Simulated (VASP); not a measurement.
# BN (zincblende type) (F-43m) in VASP: a series of runs

Runs on BN (zincblende type). Level: PBEsol. Tasks: single point.

Everything below comes from runs of VASP 6.6.1. Logs are shortened: lines on timing, memory, paths and dates and some standing lists are left out, and cuts for length are marked.

## Step 1: The cell of the first run

The structure is cubic, space group F-43m (No. 216). The conventional cell has a = 3.532 Å, b = 3.532 Å, c = 3.532 Å, α = 90.00°, β = 90.00°, γ = 90.00°. B (site symmetry -43m) has 4 N at 1.53 Å within 2.0 Å. Within 2.0 Å of N (site symmetry -43m) lie 4 B at 1.53 Å.

## Step 2: Single point, PBEsol (volume scaled by 0.94)

File INCAR:

```
  ALGO = Normal
  EDIFF = 1E-6
  ENCUT = 520
  GGA = PS
  ISIF = 2
  ISMEAR = -1
  LASPH = True
  LCHARG = True
  LELF = True
  LREAL = False
  LVHAR = True
  LWAVE = False
  NBANDS = 11
  NELM = 60
  PREC = Accurate
  SIGMA = 0.08
```

File KPOINTS:

```
k-points
0
Gamma
  17 17 17
```

File POSCAR:

```
BN
1.0
    0.0000000000      1.7660217555      1.7660217555
    1.7660217555      0.0000000000      1.7660217555
    1.7660217555      1.7660217555      0.0000000000
B N
1 1
Direct
    0.0000000000      0.0000000000      0.0000000000
    0.2500000000      0.2500000000      0.2500000000
```

Potentials or basis: VASP PAW PBE potentials, release 64 (B, N).

Command:

```sh
> cat potpaw_PBE.64/B/POTCAR potpaw_PBE.64/N/POTCAR > POTCAR
> mpirun -np 1 vasp_std > vasp.out
```

OUTCAR:

```text
EDIFF = 1E-6
   ENCUT = 520
   GGA = PS
   ISIF = 2
   ISMEAR = -1
   LASPH = True
   LREAL = False
   NELM = 60
   PREC = Accurate

 ion  position               nearest neighbor table
   1  0.000  0.000  0.000-   2 1.53   2 1.53   2 1.53   2 1.53
   2  0.250  0.250  0.250-   1 1.53   1 1.53   1 1.53   1 1.53

  LATTYP: Found a face centered cubic cell.
 ALAT       =     3.5320435110

  Lattice vectors:

 A1 = (   0.0000000000,   1.7660217555,   1.7660217555)
 A2 = (   1.7660217555,   0.0000000000,   1.7660217555)
 A3 = (   1.7660217555,   1.7660217555,   0.0000000000)

Analysis of symmetry for initial positions (statically):
=====================================================================
 Subroutine PRICEL returns:
 Original cell was already a primitive cell.

 Routine SETGRP: Setting up the symmetry group for a
 face centered cubic supercell.

 Subroutine GETGRP returns: Found 24 space group operations
 (whereof 24 operations were pure point group operations)
 out of a pool of 48 trial point group operations.

The static configuration has the point symmetry T_d .

Analysis of symmetry for dynamics (positions and initial velocities):
=====================================================================
 Subroutine PRICEL returns:
 Original cell was already a primitive cell.

 Routine SETGRP: Setting up the symmetry group for a
 face centered cubic supercell.

 Subroutine GETGRP returns: Found 24 space group operations
 (whereof 24 operations were pure point group operations)
 out of a pool of 48 trial point group operations.

The dynamic configuration has the point symmetry T_d .

 Subroutine INISYM returns: Found 24 space group operations
 (whereof 24 operations are pure point group operations),
 and found     1 'primitive' translations

----------------------------------------------------------------------------------------

                                     Primitive cell

  volume of cell :      11.0159

  direct lattice vectors                    reciprocal lattice vectors
     0.000000000  1.766021755  1.766021755    -0.283122220  0.283122220  0.283122220
     1.766021755  0.000000000  1.766021755     0.283122220 -0.283122220  0.283122220
     1.766021755  1.766021755  0.000000000     0.283122220  0.283122220 -0.283122220

  length of vectors
     2.497531918  2.497531918  2.497531918     0.490382070  0.490382070  0.490382070

  position of ions in fractional coordinates (direct lattice)
     0.000000000  0.000000000  0.000000000
     0.250000000  0.250000000  0.250000000

  ion indices of the primitive-cell ions
   primitive index   ion index
                 1           1
                 2           2

----------------------------------------------------------------------------------------

 KPOINTS: k-points

Automatic generation of k-mesh.
 Grid dimensions read from file:
 generate k-points for:   17   17   17

 Generating k-lattice:

  Cartesian coordinates                     Fractional coordinates (reciprocal lattice)
    -0.016654248  0.016654248  0.016654248     0.058823529  0.000000000  0.000000000
     0.016654248 -0.016654248  0.016654248     0.000000000  0.058823529  0.000000000
     0.016654248  0.016654248 -0.016654248     0.000000000  0.000000000  0.058823529

  Length of vectors
     0.028846004  0.028846004  0.028846004

  Shift w.r.t. Gamma in fractional coordinates (k-lattice)
     0.000000000  0.000000000  0.000000000

 Subroutine IBZKPT returns following result:
 ===========================================

 Found    165 irreducible k-points:

 Following reciprocal coordinates:
            Coordinates               Weight
  0.000000  0.000000  0.000000      1.000000
  0.058824  0.000000  0.000000      8.000000
  0.117647  0.000000  0.000000      8.000000
  0.176471  0.000000  0.000000      8.000000
  0.235294  0.000000  0.000000      8.000000
  0.294118  0.000000  0.000000      8.000000
[... 16 lines left out ...]
 -0.176471  0.058824  0.000000     24.000000
 -0.117647  0.058824  0.000000     24.000000
 [... further k-points ...]
   k-points           NKPTS =    165   k-points in BZ     NKDIM =    165   number of bands    NBANDS=     11
   number of dos      NEDOS =    301   number of ions     NIONS =      2
   total plane-waves  NPLWV =   8000
   dimension x,y,z NGX =    20 NGY =   20 NGZ =   20
   dimension x,y,z NGXF=    40 NGYF=   40 NGZF=   40
   ions per type =               1   1
   NGX,Y,Z   is equivalent  to a cutoff of  13.31, 13.31, 13.31 a.u.
   NGXF,Y,Z  is equivalent  to a cutoff of  26.63, 26.63, 26.63 a.u.
 SYSTEM =  unknown system
   PREC   = accura    normal or accurate (medium, high low for compatibility)
   ISTART =      0    job   : 0-new  1-cont  2-samecut
   ICHARG =      2    charge: 1-file 2-atom 10-const
   ISPIN  =      1    spin polarized calculation?
   LNONCOLLINEAR =      F non collinear calculations
   LSORBIT =      F    spin-orbit coupling
   LASPH  =      T    aspherical Exc in radial PAW
   ENCUT  =  520.0 eV  38.22 Ry    6.18 a.u.   4.64  4.64  4.64*2*pi/ulx,y,z
   NELM   =     60;   NELMIN=  2; NELMDL= -5     # of ELM steps
   EDIFF  = 0.1E-05   stopping-criterion for ELM
   LREAL  =      F    real-space projection
   EDIFFG = 0.1E-04   stopping-criterion for IOM
   NSW    =      0    number of steps for IOM
   IBRION =     -1    ionic relax: 0-MD 1-quasi-New 2-CG
   NFREE  =      0    steps in history (QN), initial steepest desc. (CG)
   ISIF   =      2    stress and relaxation
   ISYM   =      2    0-nonsym 1-usesym 2-fastsym
   POTIM  = 0.5000    time-step for ionic-motion
   TEBEG  =    0.0;   TEEND  =   0.0 temperature during run
   PSTRESS=    0.0 pullay stress
   NELECT =       8.0000    total number of electrons
   NUPDOWN=      -1.0000    fix difference up-down
   EMIN   =  10.00;   EMAX   =-10.00  energy-range for DOS
   EFERMI =   0.00;   METHOD = LEGACY
   ISMEAR =    -1;   SIGMA  =   0.08  broadening in eV -4-tet -1-fermi 0-gaus
   EFERMI_NEDOS =   21; number of points for ismear=-14 and -15
   IALGO  =     38    algorithm
   IMIX   =      4    mixing-type and parameters
     AMIX     =   0.40;   BMIX     =  1.00
     AMIX_MAG =   1.60;   BMIX_MAG =  1.00
  volume/ion in A,a.u.               =       5.51        37.17
  Fermi-wavevector in a.u.,A,eV,Ry     =   1.471518  2.780765 29.461564  2.165364
  Thomas-Fermi vector in A             =   2.586644
   LORBIT       =      0    0 simple, 1 ext, 2 COOP (PROOUT), +10 PAW based schemes
   GGA     = PS    functional components
   LHFCALC =     F    Hartree Fock is set to
   AEXX    =    0.0000 exact exchange contribution
   IVDW    =     0    specifies the selected vdW correction
   LEPSILON=     F    determine dielectric tensor
   LRPA    =     F    only Hartree local field effects (RPA)
 non-spin polarized calculation
  energy-cutoff  :      520.00
  volume of cell :       11.02
 maximum number of plane-waves:       307
   NGX =  9   NGY =  9   NGZ =  9

 number of electron       7.9999999 magnetization

 Free energy of the ion-electron system (eV)
  ---------------------------------------------------
  ext. energy  EPLUGINS =         0.00000000
  ---------------------------------------------------
  free energy    TOTEN  =       -18.28642833 eV

  energy without entropy =      -18.28642833  energy(sigma->0) =      -18.28642833

 E-fermi :   9.7232     XC(G=0): -13.3595

 val. band max:        8.2454987657   @ k =   0.0000   0.0000   0.0000
 cond. band min:      12.6399281670   @ k =   0.4706   0.4706   0.0000
 fundamental gap:      4.3944294012
 Fermi energy:         9.7231988001

 k-point     1 :       0.0000    0.0000    0.0000
  band No.  band energies     occupation
      1     -12.8237      2.00000
      2       8.2455      2.00000
      3       8.2455      2.00000
      4       8.2455      2.00000
      5      17.3345      0.00000
      6      17.3345      0.00000
      7      17.3345      0.00000
      8      19.6605      0.00000
      9      34.0830      0.00000
     10      36.8045      0.00000
     11      36.8045      0.00000

 k-point     2 :       0.0588    0.0000    0.0000
  band No.  band energies     occupation
      1     -12.7341      2.00000
      2       7.7443      2.00000
      3       8.1445      2.00000
      4       8.1445      2.00000
      5      17.4880      0.00000
      6      17.4880      0.00000
      7      17.4992      0.00000
      8      19.9271      0.00000
      9      33.8592      0.00000
     10      35.0539      0.00000
     11      35.0539      0.00000

 k-point     3 :       0.1176    0.0000    0.0000
  band No.  band energies     occupation
      1     -12.4669      2.00000
      2       6.4595      2.00000
      3       7.8741      2.00000
      4       7.8741      2.00000
      5      17.8306      0.00000
      6      17.8911      0.00000
      7      17.8911      0.00000
      8      20.6534      0.00000
      9      33.3277      0.00000
     10      33.5619      0.00000
     11      33.5619      0.00000

 k-point     4 :       0.1765    0.0000    0.0000
  band No.  band energies     occupation
      1     -12.0263      2.00000
      2       4.7631      2.00000
      3       7.5080      2.00000
      4       7.5080      2.00000
      5      18.1655      0.00000
      6      18.4023      0.00000
      7      18.4023      0.00000
      8      21.5906      0.00000
      9      32.6161      0.00000
     10      32.6161      0.00000
     11      32.7587      0.00000

 k-point     5 :       0.2353    0.0000    0.0000
  band No.  band energies     occupation
      1     -11.4216      2.00000
      2       2.9147      2.00000
      3       7.1202      2.00000
      4       7.1202      2.00000
      5      18.4794      0.00000
      6      18.8587      0.00000
      7      18.8587      0.00000
      8      22.4682      0.00000
      9      32.3100      0.00000
     10      32.3100      0.00000
     11      32.3464      0.00000
[... 211 lines left out ...]
 k-point    21 :      -0.2941    0.0588    0.0000
  band No.  band energies     occupation
      1     -10.3212      2.00000
      2       0.5250      2.00000
      3       6.0293      2.00000
      4       6.8618      2.00000
      5      19.0454      0.00000
      6      19.0822      0.00000
      7      19.4534      0.00000
      8      23.2829      0.00000
      9      31.6894      0.00000
     10      31.7083      0.00000
     11      35.0083      0.00000

 k-point    22 :      -0.2353    0.0588    0.0000
  band No.  band energies     occupation
      1     -11.1106      2.00000
      2       2.3209      2.00000
      3       6.3149      2.00000
      4       7.2526      2.00000
      5      18.7327      0.00000
      6      18.7649      0.00000
      7      19.3764      0.00000
      8      22.6680      0.00000
      9      31.1216      0.00000
     10      31.5222      0.00000
     11      34.7596      0.00000

 k-point    23 :      -0.1765    0.0588    0.0000
  band No.  band energies     occupation
      1     -11.7649      2.00000
      2       4.1502      2.00000
      3       6.6883      2.00000
      4       7.6431      2.00000
      5      18.3197      0.00000
      6      18.3622      0.00000
      7      19.0717      0.00000
      8      21.9188      0.00000
      9      31.2122      0.00000
     10      31.6277      0.00000
     11      34.9478      0.00000

 k-point    24 :      -0.1176    0.0588    0.0000
  band No.  band energies     occupation
      1     -12.2604      2.00000
      2       5.8643      2.00000
      3       7.1232      2.00000
      4       7.9699      2.00000
      5      17.8548      0.00000
      6      17.9574      0.00000
      7      18.5991      0.00000
      8      21.0753      0.00000
      9      31.9578      0.00000
     10      32.1805      0.00000
     11      35.3435      0.00000

 [... further k-points ...]
[... 5 lines left out ...]
  --------------------------------------------------------------------------------------
  -------------------------------------------------------------------------------------
  Total        1.8973241      1.8973241      1.8973241     -0.0000000      0.0000000     -0.0000000
  in kB      275.9522657    275.9522657    275.9522657     -0.0000000      0.0000000     -0.0000000
  external PRESSURE =     275.9522657 kB  Pullay stress =       0.0000000 kB

 VOLUME and BASIS-vectors are now :
 -----------------------------------------------------------------------------
  energy-cutoff  :      520.00
  volume of cell :       11.02
      direct lattice vectors                 reciprocal lattice vectors
     0.000000000  1.766021755  1.766021755    -0.283122220  0.283122220  0.283122220
     1.766021755  0.000000000  1.766021755     0.283122220 -0.283122220  0.283122220
     1.766021755  1.766021755  0.000000000     0.283122220  0.283122220 -0.283122220

 POSITION                                       TOTAL-FORCE (eV/Angst)
 -----------------------------------------------------------------------------------
      0.00000      0.00000      0.00000        -0.000000     -0.000000     -0.000000
      0.88301      0.88301      0.88301         0.000000      0.000000      0.000000
 -----------------------------------------------------------------------------------
    total drift:                                0.000000      0.000000      0.000000

  FREE ENERGIE OF THE ION-ELECTRON SYSTEM (eV)
  ---------------------------------------------------
  free  energy   TOTEN  =       -18.2864283347 eV

  energy  without entropy=      -18.2864283347  energy(sigma->0) =      -18.28642833
```

Wall time 14 s (1 thread of Intel Xeon Platinum 8488C (Sapphire Rapids), shared host); peak memory 0.13 GiB.

What came out:

```yaml
Free_energy: -18.2864 eV
Pressure: 27.6 GPa
Band_gap_on_the_k_mesh: 4.39 eV, indirect (least direct gap 9.09 eV)
```

Levels at points of the mesh, in eV from the valence-band top:
```tsv
k point	band 1	band 2	band 3	band 4	band 5	band 6	band 7	band 8	band 9
(0.00, 0.00, 0.00)	-21.07	0.00	0.00	0.00	9.09	9.09	9.09	11.41	25.84
```

Caveat: the PAW data sets were made with another functional, which shifts forces and pressure a little. A k mesh can miss the band edges.

[end of part 1 of 2]
